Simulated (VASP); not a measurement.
# Ba (Im-3m) in VASP: notebook, part 2 of 4

VASP 6.6.1. The steps go on from the part before.

**3. Single point, r2SCAN**

The input, POSCAR:

```
Ba
1.0
   -2.5367939014      2.5367939014      2.5367939014
    2.5367939014     -2.5367939014      2.5367939014
    2.5367939014      2.5367939014     -2.5367939014
Ba
1
Direct
    0.0000000000      0.0000000000      0.0000000000
```

The input, INCAR.step1:

```
SYSTEM = Ba
ALGO     = Normal         ! electronic algorithm
EDIFF    = 1E-4           ! SCF threshold, eV
ENCUT    = 520            ! plane-wave cutoff, eV
GGA      = PE             ! functional
ISMEAR   = 0              ! smearing method
LASPH    = .True.         ! aspherical terms in the spheres
LCHARG   = .False.        ! write CHGCAR
LREAL    = .False.        ! projectors in reciprocal space
LWAVE    = .True.         ! write WAVECAR
NBANDS   = 11             ! bands
NELM     = 100            ! most SCF steps
PREC     = Accurate       ! precision mode
SIGMA    = 1.0            ! smearing width, eV
```

The input, INCAR.step2:

```
SYSTEM = Ba
ALGO     = Normal         ! electronic algorithm
EDIFF    = 1E-7           ! SCF threshold, eV
ENCUT    = 520            ! plane-wave cutoff, eV
ISIF     = 2              ! what is computed and relaxed
ISMEAR   = 0              ! smearing method
ISTART   = 1            
LASPH    = .True.         ! aspherical terms in the spheres
LCHARG   = .False.        ! write CHGCAR
LMIXTAU  = .True.       
LREAL    = .False.        ! projectors in reciprocal space
LWAVE    = .False.        ! write WAVECAR
METAGGA  = R2SCAN         ! meta-GGA
NBANDS   = 11             ! bands
NELM     = 100            ! most SCF steps
PREC     = Accurate       ! precision mode
SIGMA    = 1.0            ! smearing width, eV
```

The input, KPOINTS:

```
k-points
0
Gamma
  9 9 9
  0 0 0
```

Potentials or basis: VASP PAW PBE potentials, release 64 (Ba_sv).

Started as:

```
$ cat potpaw_PBE.64/Ba_sv/POTCAR > POTCAR
$ cp INCAR.step1 INCAR
$ mpirun -np 1 vasp_std > vasp.out
$ cp INCAR.step2 INCAR
$ mpirun -np 1 vasp_std > vasp.out
```

OUTCAR:

```text
SYSTEM = Ba
   EDIFF = 1E-7
   ENCUT = 520
   ISIF = 2
   ISMEAR = 0
   ISTART = 1
   LASPH = .True.
   LREAL = .False.
   METAGGA = R2SCAN
   NELM = 100
   PREC = Accurate

 ion  position               nearest neighbor table
   1  0.000  0.000  0.000-

  LATTYP: Found a body centered cubic cell.
 ALAT       =     5.0735878028

  Lattice vectors:

 A1 = (  -2.5367939014,   2.5367939014,   2.5367939014)
 A2 = (   2.5367939014,  -2.5367939014,   2.5367939014)
 A3 = (   2.5367939014,   2.5367939014,  -2.5367939014)

Analysis of symmetry for initial positions (statically):
=====================================================================
 Subroutine PRICEL returns:
 Original cell was already a primitive cell.

 Routine SETGRP: Setting up the symmetry group for a
 body centered cubic supercell.

 Subroutine GETGRP returns: Found 48 space group operations
 (whereof 48 operations were pure point group operations)
 out of a pool of 48 trial point group operations.

The static configuration has the point symmetry O_h .

Analysis of symmetry for dynamics (positions and initial velocities):
=====================================================================
 Subroutine PRICEL returns:
 Original cell was already a primitive cell.

 Routine SETGRP: Setting up the symmetry group for a
 body centered cubic supercell.

 Subroutine GETGRP returns: Found 48 space group operations
 (whereof 48 operations were pure point group operations)
 out of a pool of 48 trial point group operations.

The dynamic configuration has the point symmetry O_h .

 Subroutine INISYM returns: Found 48 space group operations
 (whereof 48 operations are pure point group operations),
 and found     1 'primitive' translations

----------------------------------------------------------------------------------------

                                     Primitive cell

[... 113 lines left out ...]
   METAGGA = R2SCAN    functional components
   LHFCALC =     F    Hartree Fock is set to
   AEXX    =    0.0000 exact exchange contribution
   IVDW    =     0    specifies the selected vdW correction
   LEPSILON=     F    determine dielectric tensor
   LRPA    =     F    only Hartree local field effects (RPA)
 non-spin polarized calculation
 Gauss-broadening in eV      SIGMA  =   1.00
  energy-cutoff  :      520.00
  volume of cell :       65.30
 maximum number of plane-waves:      1775
 NGX is ok and might be reduce to    36
   NGX = 17   NGY = 17   NGZ = 17

 number of electron      10.0000000 magnetization

 Free energy of the ion-electron system (eV)
  ---------------------------------------------------
  ext. energy  EPLUGINS =         0.00000000
  ---------------------------------------------------
  free energy    TOTEN  =       -26.82037223 eV

  energy without entropy =      -26.01130821  energy(sigma->0) =      -26.41584022

 E-fermi :   1.5659     XC(G=0):  -7.6865

 val. band max:        1.5068320724   @ k =  -0.4444  -0.4444   0.2222
 cond. band min:       1.6484071468   @ k =  -0.4444  -0.4444   0.2222
 fundamental gap:      0.1415750744
 Fermi energy:         1.5658689428

 k-point     1 :       0.0000    0.0000    0.0000
  band No.  band energies     occupation
      1     -28.2983      2.00000
      2     -12.8607      2.00000
      3     -12.8607      2.00000
      4     -12.8607      2.00000
      5      -1.2390      1.99993
      6       3.7228      0.00229
      7       3.7228      0.00229
      8       3.7228      0.00229
      9       5.0592      0.00000
     10       5.0592      0.00000
     11       8.7921      0.00000
[... 309 lines left out ...]
 k-point    24 :      -0.4444   -0.4444    0.1111
  band No.  band energies     occupation
      1     -28.2510      2.00000
      2     -13.2412      2.00000
      3     -13.0585      2.00000
      4     -12.9275      2.00000
      5       1.2925      1.30094
      6       2.1633      0.39814
      7       2.7320      0.09911
      8       4.3048      0.00011
      9       5.8068      0.00000
     10       7.2211      0.00000
     11       7.7730      0.00000

 [... further k-points ...]

------------------------ aborting loop because EDIFF is reached ----------------------------------------

  FORCE on cell =-STRESS in cart. coord.  units (eV):
  Direction    XX          YY          ZZ          XY          YZ          ZX
  --------------------------------------------------------------------------------------
  -------------------------------------------------------------------------------------
  Total        0.2157105      0.2157105      0.2157105      0.0000000     -0.0000000      0.0000000
  in kB        5.2925677      5.2925677      5.2925677      0.0000000     -0.0000000      0.0000000
  external PRESSURE =       5.2925677 kB  Pullay stress =       0.0000000 kB

 VOLUME and BASIS-vectors are now :
 -----------------------------------------------------------------------------
  energy-cutoff  :      520.00
  volume of cell :       65.30
      direct lattice vectors                 reciprocal lattice vectors
    -2.536793901  2.536793901  2.536793901     0.000000000  0.197099181  0.197099181
     2.536793901 -2.536793901  2.536793901     0.197099181  0.000000000  0.197099181
     2.536793901  2.536793901 -2.536793901     0.197099181  0.197099181  0.000000000

 POSITION                                       TOTAL-FORCE (eV/Angst)
 -----------------------------------------------------------------------------------
      0.00000      0.00000      0.00000        -0.000000      0.000000     -0.000000
 -----------------------------------------------------------------------------------
    total drift:                               -0.000000      0.000000      0.000000

  FREE ENERGIE OF THE ION-ELECTRON SYSTEM (eV)
  ---------------------------------------------------
  free  energy   TOTEN  =       -26.8203722283 eV

  energy  without entropy=      -26.0113082082  energy(sigma->0) =      -26.41584022
```

OUTCAR.step1:

```text
SYSTEM = Ba
   EDIFF = 1E-4
   ENCUT = 520
   GGA = PE
   ISMEAR = 0
   LASPH = .True.
[... 554 lines left out ...]
 -----------------------------------------------------------------------------------
      0.00000      0.00000      0.00000         0.000000     -0.000000      0.000000
 -----------------------------------------------------------------------------------
    total drift:                               -0.000000      0.000000      0.000000

  FREE ENERGIE OF THE ION-ELECTRON SYSTEM (eV)
  ---------------------------------------------------
  free  energy   TOTEN  =        -2.3226390836 eV

  energy  without entropy=       -1.4624464130  energy(sigma->0) =       -1.89254275
```

OSZICAR.step1:

```text
N       E                     dE             d eps       ncg     rms          rms(c)
DAV:   1     0.570467132639E+02    0.57047E+02   -0.41571E+03   770   0.742E+02
DAV:   2     0.332556585388E+00   -0.56714E+02   -0.55335E+02   954   0.137E+02
DAV:   3    -0.225023125295E+01   -0.25828E+01   -0.25614E+01   943   0.315E+01
DAV:   4    -0.232217196113E+01   -0.71941E-01   -0.71789E-01  1027   0.483E+00
DAV:   5    -0.232412994146E+01   -0.19580E-02   -0.19576E-02  1047   0.665E-01    0.169E+00
DAV:   6    -0.232248718174E+01    0.16428E-02   -0.40866E-03   938   0.595E-01    0.101E+00
DAV:   7    -0.232254080121E+01   -0.53619E-04   -0.88256E-03   872   0.103E+00    0.493E-02
DAV:   8    -0.232263908365E+01   -0.98282E-04   -0.27742E-04   934   0.130E-01
   1 F= -.23226391E+01 E0= -.18925427E+01  d E =-.860193E+00
```

It took 87 s on 1 thread of Intel Xeon 6975P-C (Granite Rapids), shared host; peak memory 0.21 GiB.

Results:

| Quantity | Value |
| --- | --- |
| Free energy | -26.8204 eV |
| Pressure | 0.5 GPa |
| Band gap on the k mesh | zero (bands 5 and 6 overlap by 0.92 eV) |

Levels at points of the mesh, in eV from the Fermi level:
| k point | band 2 | band 3 | band 4 | band 5 | band 6 | band 7 | band 8 | band 9 |
| --- | --- | --- | --- | --- | --- | --- | --- | --- |
| (0.00, 0.00, 0.00) | -14.43 | -14.43 | -14.43 | -2.80 | 2.16 | 2.16 | 2.16 | 3.49 |

Caveat: so wide a smearing shifts energies and pressures; the PAW data sets were made with another functional, which shifts forces and pressure a little; spin-orbit coupling is left out, which moves the levels of the heavy elements.

(Part 2 of 4 ends here.)
